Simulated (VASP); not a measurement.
# BAs (I-4m2) in VASP: a series of runs

The runs below take BAs through single point, with LDA.

Everything below comes from runs of VASP 6.6.1. Logs are shortened: lines on timing, memory, paths and dates and some standing lists are left out, and cuts for length are marked.

## 1. The cell of the first run

It takes space group I-4m2 (No. 119, tetragonal). The conventional cell has a = 3.310 Å, b = 3.310 Å, c = 4.777 Å, α = 90.00°, β = 90.00°, γ = 90.00°. B (site symmetry -4m2) has 4 As at 2.04 Å within 2.7 Å. Within 2.7 Å of As (site symmetry -4m2) lie 4 B at 2.04 Å.

## 2. Single point, LDA (equal xx and yy strain of -2 %)

INCAR

```
PREC = Accurate
ENCUT = 520
EDIFF = 1E-7
ISMEAR = -1
SIGMA = 0.05
LREAL = False
LASPH = True
NELM = 80
ALGO = Normal
ISIF = 2
LWAVE = False
LCHARG = False
GGA = CA
NBANDS = 11
```

KPOINTS

```
Automatic mesh
0
Gamma
  13 13 13
```

POSCAR

```
BAs
1.0
    0.0000000000      2.3407300000      2.3885000000
    2.3407300000      0.0000000000      2.3885000000
    2.3407300000      2.3407300000      0.0000000000
B As
1 1
Direct
    0.0000000000      0.0000000000      0.0000000000
    0.7500000000      0.7500000000      0.7500000000
```

Potentials or basis: VASP PAW LDA potentials, release 64 (B, As).

Run with:

```bash
$ cat potpaw_LDA.64/B/POTCAR potpaw_LDA.64/As/POTCAR > POTCAR
$ mpirun -np 1 vasp_std > vasp.out
```

OUTCAR:

```text
PREC = Accurate
   ENCUT = 520
   EDIFF = 1E-7
   ISMEAR = -1
   LREAL = False
   LASPH = True
   NELM = 80
   ISIF = 2
   GGA = CA

 ion  position               nearest neighbor table
   1  0.000  0.000  0.000-   2 2.04   2 2.04   2 2.04   2 2.04
   2  0.750  0.750  0.750-   1 2.04   1 2.04   1 2.04   1 2.04

  LATTYP: Found a body centered tetragonal cell.
 ALAT       =     3.3102921119
 C/A-ratio  =     1.4430750636

  Lattice vectors:

 A1 = (  -2.3407300000,   0.0000000000,   2.3885000000)
 A2 = (   2.3407300000,   0.0000000000,   2.3885000000)
 A3 = (   0.0000000000,   2.3407300000,  -2.3885000000)

Analysis of symmetry for initial positions (statically):
=====================================================================
 Subroutine PRICEL returns:
 Original cell was already a primitive cell.

 Routine SETGRP: Setting up the symmetry group for a
 body centered tetragonal supercell.

 Subroutine GETGRP returns: Found  8 space group operations
 (whereof  8 operations were pure point group operations)
 out of a pool of 16 trial point group operations.

The static configuration has the point symmetry D_2d.

Analysis of symmetry for dynamics (positions and initial velocities):
=====================================================================
 Subroutine PRICEL returns:
 Original cell was already a primitive cell.

 Routine SETGRP: Setting up the symmetry group for a
 body centered tetragonal supercell.

 Subroutine GETGRP returns: Found  8 space group operations
 (whereof  8 operations were pure point group operations)
 out of a pool of 16 trial point group operations.

The dynamic configuration has the point symmetry D_2d.

 Subroutine INISYM returns: Found  8 space group operations
 (whereof  8 operations are pure point group operations),
 and found     1 'primitive' translations

----------------------------------------------------------------------------------------

                                     Primitive cell

  volume of cell :      26.1733

  direct lattice vectors                    reciprocal lattice vectors
     0.000000000  2.340730000  2.388500000    -0.213608575  0.213608575  0.209336404
     2.340730000  0.000000000  2.388500000     0.213608575 -0.213608575  0.209336404
     2.340730000  2.340730000  0.000000000     0.213608575  0.213608575 -0.209336404

  length of vectors
     3.344241197  3.344241197  3.310292112     0.367530919  0.367530919  0.367530919

  position of ions in fractional coordinates (direct lattice)
     0.000000000  0.000000000  0.000000000
     0.750000000  0.750000000  0.750000000

  ion indices of the primitive-cell ions
   primitive index   ion index
                 1           1
                 2           2

----------------------------------------------------------------------------------------

 KPOINTS: Automatic mesh

Automatic generation of k-mesh.
 Grid dimensions read from file:
 generate k-points for:   13   13   13

 Generating k-lattice:

  Cartesian coordinates                     Fractional coordinates (reciprocal lattice)
    -0.016431429  0.016431429  0.016102800     0.076923077  0.000000000  0.000000000
     0.016431429 -0.016431429  0.016102800     0.000000000  0.076923077  0.000000000
     0.016431429  0.016431429 -0.016102800    -0.000000000 -0.000000000  0.076923077

  Length of vectors
     0.028271609  0.028271609  0.028271609

  Shift w.r.t. Gamma in fractional coordinates (k-lattice)
     0.000000000  0.000000000  0.000000000

 Subroutine IBZKPT returns following result:
 ===========================================

 Found    196 irreducible k-points:

 Following reciprocal coordinates:
            Coordinates               Weight
  0.000000  0.000000  0.000000      1.000000
  0.076923  0.000000  0.000000      8.000000
  0.153846  0.000000  0.000000      8.000000
  0.230769  0.000000  0.000000      8.000000
  0.307692  0.000000  0.000000      8.000000
  0.384615  0.000000  0.000000      8.000000
[... 16 lines left out ...]
  0.384615  0.153846  0.000000      8.000000
  0.461538  0.153846  0.000000      8.000000
 [... further k-points ...]
   k-points           NKPTS =    196   k-points in BZ     NKDIM =    196   number of bands    NBANDS=     11
   number of dos      NEDOS =    301   number of ions     NIONS =      2
   total plane-waves  NPLWV =  21952
   dimension x,y,z NGX =    28 NGY =   28 NGZ =   28
   dimension x,y,z NGXF=    56 NGYF=   56 NGZF=   56
   ions per type =               1   1
   NGX,Y,Z   is equivalent  to a cutoff of  13.92, 13.92, 14.06 a.u.
   NGXF,Y,Z  is equivalent  to a cutoff of  27.84, 27.84, 28.12 a.u.
 SYSTEM =  unknown system
   PREC   = accura    normal or accurate (medium, high low for compatibility)
   ISTART =      0    job   : 0-new  1-cont  2-samecut
   ICHARG =      2    charge: 1-file 2-atom 10-const
   ISPIN  =      1    spin polarized calculation?
   LNONCOLLINEAR =      F non collinear calculations
   LSORBIT =      F    spin-orbit coupling
   LASPH  =      T    aspherical Exc in radial PAW
   ENCUT  =  520.0 eV  38.22 Ry    6.18 a.u.   6.22  6.22  6.15*2*pi/ulx,y,z
   NELM   =     80;   NELMIN=  2; NELMDL= -5     # of ELM steps
   EDIFF  = 0.1E-06   stopping-criterion for ELM
   LREAL  =      F    real-space projection
   EDIFFG = 0.1E-05   stopping-criterion for IOM
   NSW    =      0    number of steps for IOM
   IBRION =     -1    ionic relax: 0-MD 1-quasi-New 2-CG
   NFREE  =      0    steps in history (QN), initial steepest desc. (CG)
   ISIF   =      2    stress and relaxation
   ISYM   =      2    0-nonsym 1-usesym 2-fastsym
   POTIM  = 0.5000    time-step for ionic-motion
   TEBEG  =    0.0;   TEEND  =   0.0 temperature during run
   PSTRESS=    0.0 pullay stress
   NELECT =       8.0000    total number of electrons
   NUPDOWN=      -1.0000    fix difference up-down
   EMIN   =  10.00;   EMAX   =-10.00  energy-range for DOS
   EFERMI =   0.00;   METHOD = LEGACY
   ISMEAR =    -1;   SIGMA  =   0.05  broadening in eV -4-tet -1-fermi 0-gaus
   EFERMI_NEDOS =   21; number of points for ismear=-14 and -15
   IALGO  =     38    algorithm
   IMIX   =      4    mixing-type and parameters
     AMIX     =   0.40;   BMIX     =  1.00
     AMIX_MAG =   1.60;   BMIX_MAG =  1.00
  volume/ion in A,a.u.               =      13.09        88.31
  Fermi-wavevector in a.u.,A,eV,Ry     =   1.102771  2.083936 16.546113  1.216105
  Thomas-Fermi vector in A             =   2.239219
   LORBIT       =      0    0 simple, 1 ext, 2 COOP (PROOUT), +10 PAW based schemes
   GGA     = CA    functional components
   LHFCALC =     F    Hartree Fock is set to
   AEXX    =    0.0000 exact exchange contribution
   IVDW    =     0    specifies the selected vdW correction
   LEPSILON=     F    determine dielectric tensor
   LRPA    =     F    only Hartree local field effects (RPA)
 non-spin polarized calculation
  energy-cutoff  :      520.00
  volume of cell :       26.17
 maximum number of plane-waves:       717
 NGX is ok and might be reduce to    28
   NGX = 13   NGY = 13   NGZ = 13

 number of electron       8.0000000 magnetization

 Free energy of the ion-electron system (eV)
  ---------------------------------------------------
  ext. energy  EPLUGINS =         0.00000000
  ---------------------------------------------------
  free energy    TOTEN  =       -12.91760298 eV

  energy without entropy =      -12.91760269  energy(sigma->0) =      -12.91760283

 E-fermi :   7.1391     XC(G=0): -10.9534

 val. band max:        6.6890510873   @ k =   0.0000   0.0000   0.0000
 cond. band min:       7.6257879099   @ k =   0.3846   0.0000   0.3846
 fundamental gap:      0.9367368226
 Fermi energy:         7.1390935848

 k-point     1 :       0.0000    0.0000    0.0000
  band No.  band energies     occupation
      1      -9.1280      2.00000
      2       6.4840      2.00000
      3       6.6891      1.99975
      4       6.6891      1.99975
      5       9.8829      0.00000
      6       9.8829      0.00000
      7      10.0119      0.00000
      8      11.8302      0.00000
      9      16.1868      0.00000
     10      19.5135      0.00000
     11      20.1126      0.00000

 k-point     2 :       0.0769    0.0000    0.0000
  band No.  band energies     occupation
      1      -9.0273      2.00000
      2       5.6931      2.00000
      3       6.3609      2.00000
      4       6.4939      2.00000
      5      10.0714      0.00000
      6      10.1459      0.00000
      7      10.2660      0.00000
      8      12.3078      0.00000
      9      16.6007      0.00000
     10      18.6787      0.00000
     11      19.1747      0.00000

 k-point     3 :       0.1538    0.0000    0.0000
  band No.  band energies     occupation
      1      -8.7279      2.00000
      2       3.9230      2.00000
      3       5.9092      2.00000
      4       6.0699      2.00000
      5      10.0837      0.00000
      6      10.7214      0.00000
      7      10.7860      0.00000
      8      13.4030      0.00000
      9      17.5066      0.00000
     10      17.9412      0.00000
     11      18.2770      0.00000

 k-point     4 :       0.2308    0.0000    0.0000
  band No.  band energies     occupation
      1      -8.2393      2.00000
      2       2.0305      2.00000
      3       5.4368      2.00000
      4       5.6262      2.00000
      5       9.9129      0.00000
      6      11.2520      0.00000
      7      11.2555      0.00000
      8      14.4844      0.00000
      9      17.6863      0.00000
     10      17.9882      0.00000
     11      18.0699      0.00000
[... 239 lines left out ...]
 k-point    22 :       0.3077    0.1538    0.0000
  band No.  band energies     occupation
      1      -7.7170      2.00000
      2       1.5123      2.00000
      3       4.1630      2.00000
      4       4.2783      2.00000
      5       9.5197      0.00000
      6      12.0503      0.00000
      7      13.0257      0.00000
      8      13.2505      0.00000
      9      17.4446      0.00000
     10      19.8150      0.00000
     11      20.4321      0.00000

 k-point    23 :       0.3846    0.1538    0.0000
  band No.  band energies     occupation
      1      -7.0343      2.00000
      2      -0.0792      2.00000
      3       3.5967      2.00000
      4       4.1004      2.00000
      5       9.7476      0.00000
      6      12.0876      0.00000
      7      13.2958      0.00000
      8      13.6327      0.00000
      9      18.1832      0.00000
     10      20.1579      0.00000
     11      21.0924      0.00000

 k-point    24 :       0.4615    0.1538    0.0000
  band No.  band energies     occupation
      1      -6.3054      2.00000
      2      -1.4080      2.00000
      3       3.1152      2.00000
      4       4.0920      2.00000
      5       9.8582      0.00000
      6      12.0074      0.00000
      7      13.0788      0.00000
      8      14.7880      0.00000
      9      18.3633      0.00000
     10      20.7756      0.00000
     11      21.8090      0.00000

 [... further k-points ...]
[... 5 lines left out ...]
  --------------------------------------------------------------------------------------
  -------------------------------------------------------------------------------------
  Total        0.7067087      0.7067087     -0.0245262      0.0000000     -0.0000000      0.0000000
  in kB       43.2606607     43.2606607     -1.5013508      0.0000000     -0.0000000      0.0000000
  external PRESSURE =      28.3399902 kB  Pullay stress =       0.0000000 kB

 VOLUME and BASIS-vectors are now :
 -----------------------------------------------------------------------------
  energy-cutoff  :      520.00
  volume of cell :       26.17
      direct lattice vectors                 reciprocal lattice vectors
     0.000000000  2.340730000  2.388500000    -0.213608575  0.213608575  0.209336404
     2.340730000  0.000000000  2.388500000     0.213608575 -0.213608575  0.209336404
     2.340730000  2.340730000  0.000000000     0.213608575  0.213608575 -0.209336404

 POSITION                                       TOTAL-FORCE (eV/Angst)
 -----------------------------------------------------------------------------------
      0.00000      0.00000      0.00000        -0.000000     -0.000000     -0.000000
      3.51110      3.51110      3.58275         0.000000      0.000000      0.000000
 -----------------------------------------------------------------------------------
    total drift:                                0.000000      0.000000      0.000000

  FREE ENERGIE OF THE ION-ELECTRON SYSTEM (eV)
  ---------------------------------------------------
  free  energy   TOTEN  =       -12.9176029778 eV

  energy  without entropy=      -12.9176026877  energy(sigma->0) =      -12.91760283
```

Wall time 49 s (1 thread of Intel Xeon 6975P-C (Granite Rapids), shared host); peak memory 0.18 GiB.

Results:

```
Free energy            : -12.9176 eV
Pressure               : 2.8 GPa
Band gap on the k mesh : 0.94 eV (least direct gap 3.19 eV)
```

Stress tensor (GPa, compression positive):
```
 4.33  0.00  0.00
 0.00  4.33  0.00
 0.00  0.00 -0.15
```

Caveat: the cell differs from its parent crystal (equal xx and yy strain of -2 %); an odd mesh through Γ misses points on the zone boundary, where band edges can lie.

## 3. Single point, LDA (equal xx and yy strain of -1 %)

INCAR

```
SYSTEM = BAs
PREC = Accurate
ENCUT = 520
EDIFF = 1E-7
ISMEAR = -1
SIGMA = 0.05
LREAL = .False.
LASPH = .True.
NELM = 80
ALGO = Normal
ISIF = 2
LWAVE = .False.
LCHARG = .False.
GGA = CA
NBANDS = 11
```

KPOINTS

```
Automatic mesh
0
Gamma
  13 13 13
  0 0 0
```

POSCAR

```
BAs
1.0
    0.0000000000      2.3646150000      2.3885000000
    2.3646150000      0.0000000000      2.3885000000
    2.3646150000      2.3646150000      0.0000000000
B As
1 1
Direct
    0.0000000000      0.0000000000      0.0000000000
    0.7500000000      0.7500000000      0.7500000000
```

Potentials or basis: VASP PAW LDA potentials, release 64 (B, As).

Run with:

```bash
$ cat potpaw_LDA.64/B/POTCAR potpaw_LDA.64/As/POTCAR > POTCAR
$ mpirun -np 1 vasp_std > vasp.out
```

Run time: 64 s. Hardware: 1 thread of Intel Xeon 6975P-C (Granite Rapids), shared host; peak memory 0.18 GiB.

The run converged. Its results:

| Quantity | Value |
| --- | --- |
| Free energy | -12.9257 eV |
| Pressure | -0.3 GPa |
| Band gap on the k mesh | 1.03 eV (least direct gap 3.22 eV) |

Stress tensor (GPa, compression positive):
```
 0.46  0.00  0.00
 0.00  0.46  0.00
 0.00  0.00 -1.70
```

Levels at points of the mesh, in eV from the valence-band top:
```csv
k point,band 1,band 2,band 3,band 4,band 5,band 6,band 7,band 8
"(0.00, 0.00, 0.00)",-15.59,-0.10,0.00,0.00,3.22,3.22,3.29,4.92
```

Caveat: the cell differs from its parent crystal (equal xx and yy strain of -1 %); an odd mesh through Γ misses points on the zone boundary, where band edges can lie.
